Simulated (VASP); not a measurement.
# Ti (Pm-3m) in VASP: notebook

Ti is run at these levels: r2SCAN; tasks: single point, relaxation of cell and atoms.

Program: VASP 6.6.1. These are calculated values, not measurements. Logs are shortened: lines on timing, memory, paths and dates and some standing lists are left out, and cuts for length are marked.

### Step 1. The cell of the first run

It takes space group Pm-3m (No. 221, cubic). The conventional cell has a = 2.631 Å, b = 2.631 Å, c = 2.631 Å, α = 90.00°, β = 90.00°, γ = 90.00°. Within 3.5 Å of Ti (site symmetry m-3m) lie 6 Ti at 2.63 Å.

### Step 2. Single point, r2SCAN

Input file POSCAR:

```
Ti
1.0
    2.6313256057      0.0000000000      0.0000000000
    0.0000000000      2.6313256057      0.0000000000
    0.0000000000      0.0000000000      2.6313256057
Ti
1
Direct
    0.0000000000      0.0000000000      0.0000000000
```

Input file INCAR.step1:

```
ALGO = Normal ; EDIFF = 1E-4
ENCUT = 520 ; GGA = PE
ISMEAR = -1 ; LASPH = T
LCHARG = F ; LREAL = F
LWAVE = T ; NBANDS = 12
NELM = 80 ; PREC = Accurate
SIGMA = 0.1
```

Input file INCAR.step2:

```
ALGO = Normal ; EDIFF = 1E-6
ENCUT = 520 ; ISIF = 2
ISMEAR = -1 ; ISTART = 1
LASPH = T ; LCHARG = T
LELF = T ; LMIXTAU = T
LREAL = F ; LVHAR = T
LWAVE = F ; METAGGA = R2SCAN
NBANDS = 12 ; NELM = 80
PREC = Accurate ; SIGMA = 0.1
```

Input file KPOINTS:

```
k-points
0
Gamma
  20 20 20
```

Potentials or basis: VASP PAW PBE potentials, release 64 (Ti_sv).

Run with:

```console
> cat potpaw_PBE.64/Ti_sv/POTCAR > POTCAR
> cp INCAR.step1 INCAR
> mpirun -np 1 vasp_std > vasp.out
> cp INCAR.step2 INCAR
> mpirun -np 1 vasp_std > vasp.out
```

OUTCAR:

```text
EDIFF = 1E-6
   ENCUT = 520
   ISIF = 2
   ISMEAR = -1
   ISTART = 1
   LASPH = T
   LREAL = F
   METAGGA = R2SCAN
   NELM = 80
   PREC = Accurate

 ion  position               nearest neighbor table
   1  0.000  0.000  0.000-

  LATTYP: Found a simple cubic cell.
 ALAT       =     2.6313256057

  Lattice vectors:

 A1 = (   2.6313256057,   0.0000000000,   0.0000000000)
 A2 = (   0.0000000000,   2.6313256057,   0.0000000000)
 A3 = (   0.0000000000,   0.0000000000,   2.6313256057)

Analysis of symmetry for initial positions (statically):
=====================================================================
 Subroutine PRICEL returns:
 Original cell was already a primitive cell.

 Routine SETGRP: Setting up the symmetry group for a
 simple cubic supercell.

 Subroutine GETGRP returns: Found 48 space group operations
 (whereof 48 operations were pure point group operations)
 out of a pool of 48 trial point group operations.

The static configuration has the point symmetry O_h .

Analysis of symmetry for dynamics (positions and initial velocities):
=====================================================================
 Subroutine PRICEL returns:
 Original cell was already a primitive cell.

 Routine SETGRP: Setting up the symmetry group for a
 simple cubic supercell.

 Subroutine GETGRP returns: Found 48 space group operations
 (whereof 48 operations were pure point group operations)
 out of a pool of 48 trial point group operations.

The dynamic configuration has the point symmetry O_h .

 Subroutine INISYM returns: Found 48 space group operations
 (whereof 48 operations are pure point group operations),
 and found     1 'primitive' translations

----------------------------------------------------------------------------------------

                                     Primitive cell

  volume of cell :      18.2190

  direct lattice vectors                    reciprocal lattice vectors
     2.631325606  0.000000000  0.000000000     0.380036586  0.000000000  0.000000000
     0.000000000  2.631325606  0.000000000     0.000000000  0.380036586  0.000000000
     0.000000000  0.000000000  2.631325606     0.000000000  0.000000000  0.380036586

  length of vectors
     2.631325606  2.631325606  2.631325606     0.380036586  0.380036586  0.380036586

  position of ions in fractional coordinates (direct lattice)
     0.000000000  0.000000000  0.000000000
[... 81 lines left out ...]
   NFREE  =      0    steps in history (QN), initial steepest desc. (CG)
   ISIF   =      2    stress and relaxation
   ISYM   =      2    0-nonsym 1-usesym 2-fastsym
   POTIM  = 0.5000    time-step for ionic-motion
   TEBEG  =    0.0;   TEEND  =   0.0 temperature during run
   PSTRESS=    0.0 pullay stress
   NELECT =      12.0000    total number of electrons
   NUPDOWN=      -1.0000    fix difference up-down
   EMIN   =  10.00;   EMAX   =-10.00  energy-range for DOS
   EFERMI =   0.00;   METHOD = LEGACY
   ISMEAR =    -1;   SIGMA  =   0.10  broadening in eV -4-tet -1-fermi 0-gaus
   EFERMI_NEDOS =   21; number of points for ismear=-14 and -15
   IALGO  =     38    algorithm
   IMIX   =      4    mixing-type and parameters
     AMIX     =   0.40;   BMIX     =  1.00
     AMIX_MAG =   1.60;   BMIX_MAG =  1.00
  volume/ion in A,a.u.               =      18.22       122.95
  Fermi-wavevector in a.u.,A,eV,Ry     =   1.424385  2.691697 27.604479  2.028872
  Thomas-Fermi vector in A             =   2.544881
   LORBIT       =      0    0 simple, 1 ext, 2 COOP (PROOUT), +10 PAW based schemes
   METAGGA = R2SCAN    functional components
   LHFCALC =     F    Hartree Fock is set to
   AEXX    =    0.0000 exact exchange contribution
   IVDW    =     0    specifies the selected vdW correction
   LEPSILON=     F    determine dielectric tensor
   LRPA    =     F    only Hartree local field effects (RPA)
 non-spin polarized calculation
  energy-cutoff  :      520.00
  volume of cell :       18.22
 maximum number of plane-waves:       508
 NGX is ok and might be reduce to    20
   NGX =  9   NGY =  9   NGZ =  9

 number of electron      11.9999993 magnetization

 Free energy of the ion-electron system (eV)
  ---------------------------------------------------
  ext. energy  EPLUGINS =         0.00000000
  ---------------------------------------------------
  free energy    TOTEN  =       -12.06767130 eV

  energy without entropy =      -12.00428775  energy(sigma->0) =      -12.03597953

 E-fermi :   7.6985     XC(G=0): -12.0379

 val. band max:        7.6962939629   @ k =   0.3000   0.2500   0.1500
 cond. band min:       7.7053964091   @ k =   0.3500   0.2500   0.1500
 fundamental gap:      0.0091024461
 Fermi energy:         7.6985290841

 k-point     1 :       0.0000    0.0000    0.0000
  band No.  band energies     occupation
      1     -51.1796      2.00000
      2     -25.9044      2.00000
      3     -25.9044      2.00000
      4     -25.9044      2.00000
      5       1.5901      2.00000
      6       6.2810      2.00000
      7       6.2811      2.00000
      8      11.9838      0.00000
      9      11.9838      0.00000
     10      11.9838      0.00000
     11      24.3744      0.00000
     12      24.3744      0.00000
[... 331 lines left out ...]
 k-point    24 :       0.2000    0.1000    0.0000
  band No.  band energies     occupation
      1     -51.1206      2.00000
      2     -26.2258      2.00000
      3     -25.9664      2.00000
      4     -25.8688      2.00000
      5       2.8641      2.00000
      6       6.6775      1.99993
      7       7.0963      1.99516
      8      10.9672      0.00000
      9      11.2470      0.00000
     10      11.8442      0.00000
     11      19.8650      0.00000
     12      23.6274      0.00000

 [... further k-points ...]

------------------------ aborting loop because EDIFF is reached ----------------------------------------

  FORCE on cell =-STRESS in cart. coord.  units (eV):
  Direction    XX          YY          ZZ          XY          YZ          ZX
  --------------------------------------------------------------------------------------
  -------------------------------------------------------------------------------------
  Total        0.0141531      0.0141531      0.0141531      0.0000000      0.0000000     -0.0000000
  in kB        1.2446208      1.2446208      1.2446208      0.0000000      0.0000000     -0.0000000
  external PRESSURE =       1.2446208 kB  Pullay stress =       0.0000000 kB

 VOLUME and BASIS-vectors are now :
 -----------------------------------------------------------------------------
  energy-cutoff  :      520.00
  volume of cell :       18.22
      direct lattice vectors                 reciprocal lattice vectors
     2.631325606  0.000000000  0.000000000     0.380036586  0.000000000  0.000000000
     0.000000000  2.631325606  0.000000000     0.000000000  0.380036586  0.000000000
     0.000000000  0.000000000  2.631325606     0.000000000  0.000000000  0.380036586

 POSITION                                       TOTAL-FORCE (eV/Angst)
 -----------------------------------------------------------------------------------
      0.00000      0.00000      0.00000         0.000000      0.000000      0.000000
 -----------------------------------------------------------------------------------
    total drift:                               -0.000000     -0.000000     -0.000000

  FREE ENERGIE OF THE ION-ELECTRON SYSTEM (eV)
  ---------------------------------------------------
  free  energy   TOTEN  =       -12.0676712997 eV

  energy  without entropy=      -12.0042877516  energy(sigma->0) =      -12.03597953
```

OUTCAR.step1:

```text
EDIFF = 1E-4
   ENCUT = 520
   GGA = PE
   ISMEAR = -1
   LASPH = T
   LREAL = F
[... 574 lines left out ...]

 POSITION                                       TOTAL-FORCE (eV/Angst)
 -----------------------------------------------------------------------------------
      0.00000      0.00000      0.00000         0.000000      0.000000      0.000000
 -----------------------------------------------------------------------------------
    total drift:                               -0.000000     -0.000000     -0.000000

  FREE ENERGIE OF THE ION-ELECTRON SYSTEM (eV)
  ---------------------------------------------------
  free  energy   TOTEN  =        -7.0355382768 eV

  energy  without entropy=       -6.9643048859  energy(sigma->0) =       -6.99992158
```

Wall time 5.1 min (1 thread of AMD EPYC 7R43 (Zen 3), shared host); peak memory 0.14 GiB.

What came out:

* Free energy: -12.0677 eV
* Pressure: 0.1 GPa
* Band gap on the k mesh: zero (band 6 reaches 8.48 eV, above the bottom of band 7 at 6.28 eV)

Caveat: the PAW data sets were made with another functional, which shifts forces and pressure a little.

### Step 3. Relaxation of cell and atoms, r2SCAN

This run uses another cell than the first one, of 19.07 Å³/atom, 1.047 times its volume.

Input file POSCAR:

```
Ti
1.0
    2.6717143674      0.0000000000      0.0000000000
    0.0000000000      2.6717143674      0.0000000000
    0.0000000000      0.0000000000      2.6717143674
Ti
1
Direct
    0.0000000000      0.0000000000      0.0000000000
```

Input file INCAR.step1:

```
SYSTEM = Ti
PREC = Accurate
ENCUT = 600
ISMEAR = -1
SIGMA = 0.1
LREAL = .False.
LASPH = .True.
NELM = 100
GGA = PE
ALGO = Normal
EDIFF = 1E-4
LWAVE = .True.
LCHARG = .False.
```

Input file INCAR.step2:

```
SYSTEM = Ti
PREC = Accurate
ENCUT = 600
EDIFF = 1E-6
ISMEAR = -1
SIGMA = 0.1
LREAL = .False.
LASPH = .True.
NELM = 100
ALGO = Normal
ISIF = 3
LWAVE = .False.
LCHARG = .False.
METAGGA = R2SCAN
LMIXTAU = .True.
IBRION = 2
NSW = 80
EDIFFG = -0.01
ISTART = 1
```

Input file KPOINTS:

```
Automatic mesh
0
Gamma
  12 12 12
  0 0 0
```

Potentials or basis: VASP PAW PBE potentials, release 64 (Ti_sv).

Run with:

```console
> cat potpaw_PBE.64/Ti_sv/POTCAR > POTCAR
> cp INCAR.step1 INCAR
> mpirun -np 1 vasp_std > vasp.out
> cp INCAR.step2 INCAR
> mpirun -np 1 vasp_std > vasp.out
```

Run time: 4.6 min. Hardware: 1 thread of AMD EPYC 7R43 (Zen 3), shared host; peak memory 0.14 GiB.

Results (log left out):

```
Free energy                            : -12.0644 eV
Relaxed volume                         : 18.31 Å³/atom
Relaxed cell                           : a = 2.636 Å, b = 2.636 Å, c = 2.636 Å, α = 90.00°, β = 90.00°, γ = 90.00°
Space group after relaxing (to 0.05 Å) : Pm-3m (No. 221)
Energy gained by relaxing              : 7.5 meV/atom
Ionic steps                            : 3
Pressure after relaxing                : 0.0 GPa
Band gap on the k mesh                 : zero (band 6 reaches 8.57 eV, above the bottom of band 7 at 6.24 eV)
```

The path:
```tsv
step	energy change (eV)	largest force (eV/Å)	pressure (GPa)	volume (Å³)
1	0.0000	0.0000	-3.07	19.07
2	-0.0068	0.0000	1.04	18.08
3	-0.0075	0.0000	-0.03	18.31
```

Final structure:
```
CELL_PARAMETERS angstrom
2.63558 0.00000 0.00000
0.00000 2.63558 0.00000
0.00000 0.00000 2.63558
ATOMIC_POSITIONS crystal
Ti 0.00000 0.00000 0.00000
```

Levels at points of the mesh, in eV from the Fermi level:
| k point | band 3 | band 4 | band 5 | band 6 | band 7 | band 8 | band 9 | band 10 |
| --- | --- | --- | --- | --- | --- | --- | --- | --- |
| (0.00, 0.00, 0.00) | -33.63 | -33.63 | -6.11 | -1.43 | -1.43 | 4.25 | 4.25 | 4.25 |
| (0.50, 0.00, 0.00) | -33.55 | -33.55 | -1.95 | -0.67 | -0.51 | 2.32 | 2.32 | 4.42 |
| (0.50, 0.50, 0.00) | -34.41 | -33.48 | -2.82 | -0.14 | 2.76 | 2.76 | 5.18 | 5.35 |
| (0.50, 0.50, 0.50) | -34.29 | -34.29 | -1.13 | -1.13 | -1.13 | 5.29 | 5.29 | 9.22 |

Caveat: the PAW data sets were made with another functional, which shifts forces and pressure a little.

### Step 4. Single point, r2SCAN

Input file POSCAR:

```
Ti
1.0
    2.6313256036      0.0000000000      0.0000000000
    0.0000000000      2.6313256036      0.0000000000
    0.0000000000      0.0000000000      2.6313256036
Ti
1
Direct
    0.0000000000      0.0000000000      0.0000000000
```

Input file INCAR.step1:

```
PREC = Accurate ; ENCUT = 550
ISMEAR = -1 ; SIGMA = 0.1
LREAL = F ; LASPH = T
NELM = 120 ; NBANDS = 12
GGA = PE ; ALGO = Normal
EDIFF = 1E-5 ; LWAVE = T
LCHARG = F ; GGA_COMPAT = F
```

Input file INCAR.step2:

```
PREC = Accurate ; ENCUT = 550
EDIFF = 1E-6 ; ISMEAR = -1
SIGMA = 0.1 ; LREAL = F
LASPH = T ; NELM = 120
ALGO = Normal ; ISIF = 2
LWAVE = F ; LCHARG = F
METAGGA = R2SCAN ; LMIXTAU = T
NBANDS = 12 ; ISTART = 1
GGA_COMPAT = F
```

Input file KPOINTS:

```
regular mesh
0
Gamma
  6 6 6
```

Potentials or basis: VASP PAW PBE potentials, release 64 (Ti_sv).

Run with:

```console
> cat potpaw_PBE.64/Ti_sv/POTCAR > POTCAR
> cp INCAR.step1 INCAR
> mpirun -np 1 vasp_std > vasp.out
> cp INCAR.step2 INCAR
> mpirun -np 1 vasp_std > vasp.out
```

OUTCAR:

```text
PREC = Accurate
   ENCUT = 550
   EDIFF = 1E-6
   ISMEAR = -1
   LREAL = F
   LASPH = T
   NELM = 120
   ISIF = 2
   METAGGA = R2SCAN
   ISTART = 1

 ion  position               nearest neighbor table
   1  0.000  0.000  0.000-

  LATTYP: Found a simple cubic cell.
 ALAT       =     2.6313256036

  Lattice vectors:

 A1 = (   2.6313256036,   0.0000000000,   0.0000000000)
 A2 = (   0.0000000000,   2.6313256036,   0.0000000000)
 A3 = (   0.0000000000,   0.0000000000,   2.6313256036)

Analysis of symmetry for initial positions (statically):
=====================================================================
 Subroutine PRICEL returns:
 Original cell was already a primitive cell.

 Routine SETGRP: Setting up the symmetry group for a
 simple cubic supercell.

 Subroutine GETGRP returns: Found 48 space group operations
 (whereof 48 operations were pure point group operations)
 out of a pool of 48 trial point group operations.

[... 158 lines left out ...]
 fundamental gap:      0.0695550988
 Fermi energy:         7.7394205905

 k-point     1 :       0.0000    0.0000    0.0000
  band No.  band energies     occupation
      1     -51.1961      2.00000
      2     -25.9234      2.00000
      3     -25.9234      2.00000
      4     -25.9234      2.00000
      5       1.5922      2.00000
      6       6.3000      2.00000
      7       6.3000      2.00000
      8      11.9562      0.00000
      9      11.9562      0.00000
     10      11.9562      0.00000
     11      24.3596      0.00000
     12      24.3596      0.00000
[... 271 lines left out ...]
 k-point    20 :       0.5000    0.5000    0.5000
  band No.  band energies     occupation
      1     -50.8085      2.00000
      2     -26.5824      2.00000
      3     -26.5824      2.00000
      4     -26.5824      2.00000
      5       6.5471      1.99999
      6       6.5471      1.99999
      7       6.5471      1.99999
      8      13.0241      0.00000
      9      13.0241      0.00000
     10      16.9414      0.00000
     11      19.8293      0.00000
     12      19.8293      0.00000

------------------------ aborting loop because EDIFF is reached ----------------------------------------

  FORCE on cell =-STRESS in cart. coord.  units (eV):
  Direction    XX          YY          ZZ          XY          YZ          ZX
  --------------------------------------------------------------------------------------
  -------------------------------------------------------------------------------------
  Total        0.0037857      0.0037857      0.0037857      0.0000000      0.0000000     -0.0000000
  in kB        0.3329152      0.3329152      0.3329152      0.0000000      0.0000000     -0.0000000
  external PRESSURE =       0.3329152 kB  Pullay stress =       0.0000000 kB

 VOLUME and BASIS-vectors are now :
 -----------------------------------------------------------------------------
  energy-cutoff  :      550.00
  volume of cell :       18.22
      direct lattice vectors                 reciprocal lattice vectors
     2.631325604  0.000000000  0.000000000     0.380036586  0.000000000  0.000000000
     0.000000000  2.631325604  0.000000000     0.000000000  0.380036586  0.000000000
     0.000000000  0.000000000  2.631325604     0.000000000  0.000000000  0.380036586

 POSITION                                       TOTAL-FORCE (eV/Angst)
 -----------------------------------------------------------------------------------
      0.00000      0.00000      0.00000         0.000000      0.000000      0.000000
 -----------------------------------------------------------------------------------
    total drift:                                0.000000      0.000000      0.000000

  FREE ENERGIE OF THE ION-ELECTRON SYSTEM (eV)
  ---------------------------------------------------
  free  energy   TOTEN  =       -12.0406252240 eV

  energy  without entropy=      -11.9597664284  energy(sigma->0) =      -12.00019583
```

OSZICAR.step1:

```text
N       E                     dE             d eps       ncg     rms          rms(c)
DAV:   1     0.891258413913E+02    0.89126E+02   -0.67830E+03   480   0.123E+03
DAV:   2    -0.328006014294E+01   -0.92406E+02   -0.90054E+02   500   0.301E+02
DAV:   3    -0.757140137991E+01   -0.42913E+01   -0.41723E+01   652   0.666E+01
DAV:   4    -0.768384229044E+01   -0.11244E+00   -0.11208E+00   540   0.890E+00
DAV:   5    -0.768669984515E+01   -0.28576E-02   -0.28572E-02   612   0.143E+00    0.755E+00
DAV:   6    -0.700120555737E+01    0.68549E+00   -0.17454E+00   496   0.176E+01    0.213E+00
DAV:   7    -0.700511831192E+01   -0.39128E-02   -0.58781E-02   592   0.243E+00    0.125E+00
DAV:   8    -0.701798578236E+01   -0.12867E-01   -0.36967E-02   524   0.207E+00    0.842E-02
DAV:   9    -0.701810209590E+01   -0.11631E-03   -0.24210E-03   588   0.485E-01    0.872E-02
DAV:  10    -0.701812658973E+01   -0.24494E-04   -0.25152E-04   516   0.157E-01    0.184E-02
DAV:  11    -0.701810517145E+01    0.21418E-04   -0.14288E-05   380   0.527E-02    0.103E-02
DAV:  12    -0.701810575084E+01   -0.57939E-06   -0.32960E-06   288   0.197E-02
   1 F= -.70181058E+01 E0= -.69774086E+01  d E =-.813944E-01
```

Run time: 20 s. Hardware: 1 thread of Intel Xeon Platinum 8488C (Sapphire Rapids), shared host; peak memory 0.12 GiB.

Results:

* Free energy: -12.0406 eV
* Pressure: 0.0 GPa
* Band gap on the k mesh: zero (band 6 reaches 8.65 eV, above the bottom of band 7 at 6.30 eV)

Caveat: the k points lie up to 0.40 Å⁻¹ apart; the PAW data sets were made with another functional, which shifts forces and pressure a little.

### Step 5. The runs side by side

| task | cell | k mesh | cutoff (eV) | gap on the mesh (eV) | pressure (GPa) |
| --- | --- | --- | --- | --- | --- |
| single point | a = 2.631 Å, 1 atom | 20 × 20 × 20 | 520 | none | 0.1 |
| relaxation of cell and atoms | relaxed from a = 2.672 Å, 1 atom | 12 × 12 × 12 | 600 | none | 0.0 |
| single point | a = 2.631 Å, 1 atom | 6 × 6 × 6 | 550 | none | 0.0 |

Alike in all rows: level r2SCAN; potentials or basis VASP PAW PBE potentials, release 64 (Ti_sv); no spin polarisation; smearing fermi-dirac 0.1 eV.

Caveats: some runs use coarse meshes; the PAW data sets were made with another functional, which shifts forces and pressure a little.

Total energies depend on the potentials used, so only differences within one code and one set of settings carry meaning.
